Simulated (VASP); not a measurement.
Runs of VASP 6.6.1 on KCrF3. The structure is that of space group Pm-3m (No. 221), or close to it. The cells are those of the table. 

```csv
task,cell,cutoff (eV),gap on the mesh (eV),pressure (GPa),moment (μB)
single point,"a = 3.923 Å, 5 atoms",520,none,10.3,(b)
relaxation of cell and atoms,"relaxed from a = 4.220 Å, 5 atoms",600,none,0.0,4.00
single point,"a = 3.978 Å, 5 atoms",520,none,5.3,3.98
single point,"a = 4.044 Å, 5 atoms",520,none,(a),4.00
single point,"a = 3.827 Å, 5 atoms",520,none,19.9,3.61
```

Alike in all rows: level LDA; potentials or basis VASP PAW LDA potentials, release 64 (K_sv, Cr_pv, F); spin collinear, ferromagnetic start; k mesh 6 × 6 × 6; smearing fermi-dirac 0.15 eV.

Q: Estimate the missing entries.

A: (a) 0.2; (b) 3.94.

Caveats: a cell with one magnetic atom can't hold antiferromagnetic order, which such compounds often take; semilocal functionals often make such compounds metallic where correlation or magnetic order opens a gap, which also shifts bond lengths; the cell stands under pressure (at least some runs).

A gap of «none» marks levels without a gap at the run's occupations.
